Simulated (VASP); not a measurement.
# SnO2 (Pnnm) in VASP: single point with PBEsol

Aim: the single point of SnO2 with PBEsol.

Program: VASP 6.6.1. These are calculated values, not measurements. Logs are shortened: lines on timing, memory, paths and dates and some standing lists are left out, and cuts for length are marked.

**1. The cell of the first run**

It takes space group Pnnm (No. 58, orthorhombic). Conventional cell: a = 4.788 Å, b = 4.867 Å, c = 3.241 Å, α = 90.00°, β = 90.00°, γ = 90.00°. Sn (site symmetry 2/m) has 6 O at 2.09 to 2.10 Å within 2.8 Å. Within 2.8 Å of O (site symmetry m) lie 3 Sn at 2.09 to 2.10 Å and 1 O at 2.65 Å.

**2. Single point, PBEsol**

Contents of INCAR:

```
SYSTEM = SnO2
  PREC = Accurate
  ENCUT = 600
  EDIFF = 1E-6
  ISMEAR = 0
  SIGMA = 0.01
  LREAL = .False.
  LASPH = .True.
  NELM = 120
  ALGO = Normal
  ISIF = 2
  LWAVE = .False.
  LCHARG = .True.
  GGA = PS
  LELF = .True.
  LVHAR = .True.
  NBANDS = 35
  GGA_COMPAT = .False.
```

Contents of KPOINTS:

```
Automatic mesh
0
Gamma
  4 4 6
  0 0 0
```

Contents of POSCAR:

```
SnO2
1.0
    4.7880040000      0.0000000000      0.0000000000
    0.0000000000      4.8665820000      0.0000000000
    0.0000000000      0.0000000000      3.2408980000
Sn O
2 4
Direct
    0.5000000000      0.5000000000      0.5000000000
    0.0000000000      0.0000000000      0.0000000000
    0.2918550000      0.3210420000      0.0000000000
    0.2081450000      0.8210420000      0.5000000000
    0.7081450000      0.6789580000      0.0000000000
    0.7918550000      0.1789580000      0.5000000000
```

Potentials or basis: VASP PAW PBE potentials, release 64 (Sn_d, O).

Launch:

```console
cat potpaw_PBE.64/Sn_d/POTCAR potpaw_PBE.64/O/POTCAR > POTCAR
mpirun -np 1 vasp_std > vasp.out
```

OUTCAR:

```text
SYSTEM = SnO2
   PREC = Accurate
   ENCUT = 600
   EDIFF = 1E-6
   ISMEAR = 0
   LREAL = .False.
   LASPH = .True.
   NELM = 120
   ISIF = 2
   GGA = PS

 ion  position               nearest neighbor table
   1  0.500  0.500  0.500-   3 2.09   5 2.09   3 2.09   5 2.09   4 2.10   6 2.10
   2  0.000  0.000  0.000-   4 2.09   6 2.09   4 2.09   6 2.09   5 2.10   3 2.10
   3  0.292  0.321  0.000-   1 2.09   1 2.09   2 2.10
   4  0.208  0.821  0.500-   2 2.09   2 2.09   1 2.10
   5  0.708  0.679  0.000-   1 2.09   1 2.09   2 2.10
   6  0.792  0.179  0.500-   2 2.09   2 2.09   1 2.10

  LATTYP: Found a simple orthorhombic cell.
 ALAT       =     3.2408980000
 B/A-ratio  =     1.4773695439
 C/A-ratio  =     1.5016152930

  Lattice vectors:

 A1 = (   0.0000000000,   0.0000000000,   3.2408980000)
 A2 = (   4.7880040000,   0.0000000000,   0.0000000000)
 A3 = (   0.0000000000,   4.8665820000,   0.0000000000)

Analysis of symmetry for initial positions (statically):
=====================================================================
 Subroutine PRICEL returns:
 Original cell was already a primitive cell.

 Routine SETGRP: Setting up the symmetry group for a
 simple orthorhombic supercell.

 Subroutine GETGRP returns: Found  8 space group operations
 (whereof  4 operations were pure point group operations)
 out of a pool of  8 trial point group operations.

The static configuration has the point symmetry C_2h.
 The point group associated with its full space group is D_2h.

Analysis of symmetry for dynamics (positions and initial velocities):
=====================================================================
 Subroutine PRICEL returns:
 Original cell was already a primitive cell.

 Routine SETGRP: Setting up the symmetry group for a
 simple orthorhombic supercell.

 Subroutine GETGRP returns: Found  8 space group operations
 (whereof  4 operations were pure point group operations)
 out of a pool of  8 trial point group operations.

The dynamic configuration has the point symmetry C_2h.
 The point group associated with its full space group is D_2h.

 Subroutine INISYM returns: Found  8 space group operations
 (whereof  4 operations are pure point group operations),
 and found     1 'primitive' translations

----------------------------------------------------------------------------------------

                                     Primitive cell

  volume of cell :      75.5169

  direct lattice vectors                    reciprocal lattice vectors
     4.788004000  0.000000000  0.000000000     0.208855298  0.000000000  0.000000000
     0.000000000  4.866582000  0.000000000     0.000000000  0.205483027  0.000000000
     0.000000000  0.000000000  3.240898000     0.000000000  0.000000000  0.308556456

  length of vectors
     4.788004000  4.866582000  3.240898000     0.208855298  0.205483027  0.308556456

  position of ions in fractional coordinates (direct lattice)
     0.500000000  0.500000000  0.500000000
     0.000000000  0.000000000  0.000000000
     0.291855000  0.321042000  0.000000000
     0.208145000  0.821042000  0.500000000
     0.708145000  0.678958000  0.000000000
     0.791855000  0.178958000  0.500000000

  ion indices of the primitive-cell ions
   primitive index   ion index
                 1           1
                 2           2
                 3           3
                 4           4
                 5           5
                 6           6

----------------------------------------------------------------------------------------

 KPOINTS: Automatic mesh

Automatic generation of k-mesh.
 Grid dimensions read from file:
 generate k-points for:    4    4    6

 Generating k-lattice:

  Cartesian coordinates                     Fractional coordinates (reciprocal lattice)
     0.052213824  0.000000000  0.000000000     0.250000000  0.000000000  0.000000000
     0.000000000  0.051370757  0.000000000     0.000000000  0.250000000  0.000000000
     0.000000000  0.000000000  0.051426076     0.000000000  0.000000000  0.166666667

  Length of vectors
     0.052213824  0.051370757  0.051426076

  Shift w.r.t. Gamma in fractional coordinates (k-lattice)
     0.000000000  0.000000000  0.000000000

 Subroutine IBZKPT returns following result:
 ===========================================

 Found     36 irreducible k-points:

 Following reciprocal coordinates:
            Coordinates               Weight
  0.000000  0.000000  0.000000      1.000000
  0.250000  0.000000  0.000000      2.000000
  0.500000  0.000000  0.000000      1.000000
  0.000000  0.250000  0.000000      2.000000
  0.250000  0.250000  0.000000      4.000000
  0.500000  0.250000  0.000000      2.000000
[... 16 lines left out ...]
  0.250000  0.250000  0.333333      8.000000
  0.500000  0.250000  0.333333      4.000000
 [... further k-points ...]
   k-points           NKPTS =     36   k-points in BZ     NKDIM =     36   number of bands    NBANDS=     35
   number of dos      NEDOS =    301   number of ions     NIONS =      6
   total plane-waves  NPLWV =  44800
   dimension x,y,z NGX =    40 NGY =   40 NGZ =   28
   dimension x,y,z NGXF=    80 NGYF=   80 NGZF=   56
   ions per type =               2   4
   NGX,Y,Z   is equivalent  to a cutoff of  13.89, 13.66, 14.36 a.u.
   NGXF,Y,Z  is equivalent  to a cutoff of  27.78, 27.33, 28.73 a.u.
 SYSTEM =  SnO2
   PREC   = accura    normal or accurate (medium, high low for compatibility)
   ISTART =      0    job   : 0-new  1-cont  2-samecut
   ICHARG =      2    charge: 1-file 2-atom 10-const
   ISPIN  =      1    spin polarized calculation?
   LNONCOLLINEAR =      F non collinear calculations
   LSORBIT =      F    spin-orbit coupling
   LASPH  =      T    aspherical Exc in radial PAW
   ENCUT  =  600.0 eV  44.10 Ry    6.64 a.u.   9.56  9.72  6.47*2*pi/ulx,y,z
   NELM   =    120;   NELMIN=  2; NELMDL= -5     # of ELM steps
   EDIFF  = 0.1E-05   stopping-criterion for ELM
   LREAL  =      F    real-space projection
   EDIFFG = 0.1E-04   stopping-criterion for IOM
   NSW    =      0    number of steps for IOM
   IBRION =     -1    ionic relax: 0-MD 1-quasi-New 2-CG
   NFREE  =      0    steps in history (QN), initial steepest desc. (CG)
   ISIF   =      2    stress and relaxation
   ISYM   =      2    0-nonsym 1-usesym 2-fastsym
   POTIM  = 0.5000    time-step for ionic-motion
   TEBEG  =    0.0;   TEEND  =   0.0 temperature during run
   PSTRESS=    0.0 pullay stress
   NELECT =      52.0000    total number of electrons
   NUPDOWN=      -1.0000    fix difference up-down
   EMIN   =  10.00;   EMAX   =-10.00  energy-range for DOS
   EFERMI =   0.00;   METHOD = LEGACY
   ISMEAR =     0;   SIGMA  =   0.01  broadening in eV -4-tet -1-fermi 0-gaus
   EFERMI_NEDOS =   21; number of points for ismear=-14 and -15
   IALGO  =     38    algorithm
   IMIX   =      4    mixing-type and parameters
     AMIX     =   0.40;   BMIX     =  1.00
     AMIX_MAG =   1.60;   BMIX_MAG =  1.00
  volume/ion in A,a.u.               =      12.59        84.94
  Fermi-wavevector in a.u.,A,eV,Ry     =   1.445644  2.731871 28.434627  2.089886
  Thomas-Fermi vector in A             =   2.563802
   LORBIT       =      0    0 simple, 1 ext, 2 COOP (PROOUT), +10 PAW based schemes
   GGA     = PS    functional components
   LHFCALC =     F    Hartree Fock is set to
   AEXX    =    0.0000 exact exchange contribution
   IVDW    =     0    specifies the selected vdW correction
   LEPSILON=     F    determine dielectric tensor
   LRPA    =     F    only Hartree local field effects (RPA)
 non-spin polarized calculation
 Gauss-broadening in eV      SIGMA  =   0.01
  energy-cutoff  :      600.00
  volume of cell :       75.52
 maximum number of plane-waves:      2552
 NGX is ok and might be reduce to    40
   NGX = 19   NGY = 19   NGZ = 13

 number of electron      51.9999998 magnetization

 Free energy of the ion-electron system (eV)
  ---------------------------------------------------
  ext. energy  EPLUGINS =         0.00000000
  ---------------------------------------------------
  free energy    TOTEN  =       -39.62610519 eV

  energy without entropy =      -39.62610519  energy(sigma->0) =      -39.62610519

 E-fermi :   5.3880     XC(G=0): -11.2531

 val. band max:        5.2891670243   @ k =   0.0000   0.0000   0.0000
 cond. band min:       6.0085854685   @ k =   0.0000   0.0000   0.0000
 fundamental gap:      0.7194184442
 Fermi energy:         5.3879854630

 k-point     1 :       0.0000    0.0000    0.0000
  band No.  band energies     occupation
      1     -15.5508      2.00000
      2     -14.8884      2.00000
      3     -14.6876      2.00000
      4     -14.6623      2.00000
      5     -14.6588      2.00000
      6     -14.5919      2.00000
[... 27 lines left out ...]
     34      16.9061      0.00000
     35      17.2782      0.00000

 k-point     2 :       0.2500    0.0000    0.0000
  band No.  band energies     occupation
      1     -15.4674      2.00000
      2     -14.9852      2.00000
      3     -14.6855      2.00000
      4     -14.6588      2.00000
      5     -14.6562      2.00000
      6     -14.6427      2.00000
[... 27 lines left out ...]
     34      17.1425      0.00000
     35      17.4499      0.00000

 k-point     3 :       0.5000    0.0000    0.0000
  band No.  band energies     occupation
      1     -15.2421      2.00000
      2     -15.2421      2.00000
      3     -14.6769      2.00000
      4     -14.6769      2.00000
      5     -14.6544      2.00000
      6     -14.6544      2.00000
[... 27 lines left out ...]
     34      17.1912      0.00000
     35      17.6424      0.00000
[... 723 lines left out ...]
 k-point    23 :       0.2500    0.2500    0.3333
  band No.  band energies     occupation
      1     -15.3759      2.00000
      2     -15.1959      2.00000
      3     -15.0184      2.00000
      4     -14.6898      2.00000
      5     -14.5560      2.00000
      6     -14.5350      2.00000
[... 27 lines left out ...]
     34      16.9345      0.00000
     35      17.1968      0.00000

 k-point    24 :       0.5000    0.2500    0.3333
  band No.  band energies     occupation
      1     -15.3115      2.00000
      2     -15.3115      2.00000
      3     -14.8490      2.00000
      4     -14.8490      2.00000
      5     -14.5476      2.00000
      6     -14.5476      2.00000
[... 27 lines left out ...]
     34      16.3656      0.00000
     35      17.7532      0.00000

 [... further k-points ...]

------------------------ aborting loop because EDIFF is reached ----------------------------------------

  FORCE on cell =-STRESS in cart. coord.  units (eV):
  Direction    XX          YY          ZZ          XY          YZ          ZX
  --------------------------------------------------------------------------------------
  -------------------------------------------------------------------------------------
  Total       -2.5747396     -2.6907452     -3.0876755      0.0000000      0.0000000      0.0000000
  in kB      -54.6260738    -57.0872668    -65.5086004      0.0000000      0.0000000      0.0000000
  external PRESSURE =     -59.0739803 kB  Pullay stress =       0.0000000 kB

 VOLUME and BASIS-vectors are now :
 -----------------------------------------------------------------------------
  energy-cutoff  :      600.00
  volume of cell :       75.52
      direct lattice vectors                 reciprocal lattice vectors
     4.788004000  0.000000000  0.000000000     0.208855298  0.000000000  0.000000000
     0.000000000  4.866582000  0.000000000     0.000000000  0.205483027  0.000000000
     0.000000000  0.000000000  3.240898000     0.000000000  0.000000000  0.308556456

 POSITION                                       TOTAL-FORCE (eV/Angst)
 -----------------------------------------------------------------------------------
      2.39400      2.43329      1.62045         0.000000     -0.000000     -0.000000
      0.00000      0.00000      0.00000         0.000000     -0.000000     -0.000000
      1.39740      1.56238      0.00000         0.102646     -0.018285      0.000000
      0.99660      3.99567      1.62045        -0.102646     -0.018285     -0.000000
      3.39060      3.30420      0.00000        -0.102646      0.018285      0.000000
      3.79140      0.87091      1.62045         0.102646      0.018285      0.000000
 -----------------------------------------------------------------------------------
    total drift:                               -0.000000      0.000000     -0.000000

  FREE ENERGIE OF THE ION-ELECTRON SYSTEM (eV)
  ---------------------------------------------------
  free  energy   TOTEN  =       -39.6261051896 eV

  energy  without entropy=      -39.6261051896  energy(sigma->0) =      -39.62610519
```

Wall time 1.7 min (1 thread of AMD EPYC 7R13, shared host); peak memory 0.22 GiB.

What came out:

```
Free energy            : -39.6261 eV
Pressure               : -5.9 GPa
Largest force          : 0.104 eV/Å
Band gap on the k mesh : 0.72 eV
```

Forces in eV/Å, atoms in the order of the input:
```
Sn   0.000  0.000  0.000
Sn   0.000  0.000  0.000
O    0.103 -0.018  0.000
O   -0.103 -0.018  0.000
O   -0.103  0.018  0.000
O    0.103  0.018  0.000
```

Caveat: the cell stands under tension; semilocal functionals underestimate gaps, and a narrow one can read as zero; the PAW data sets were made with another functional, which shifts forces and pressure a little; spin-orbit coupling is left out, which moves the levels of the heavy elements.
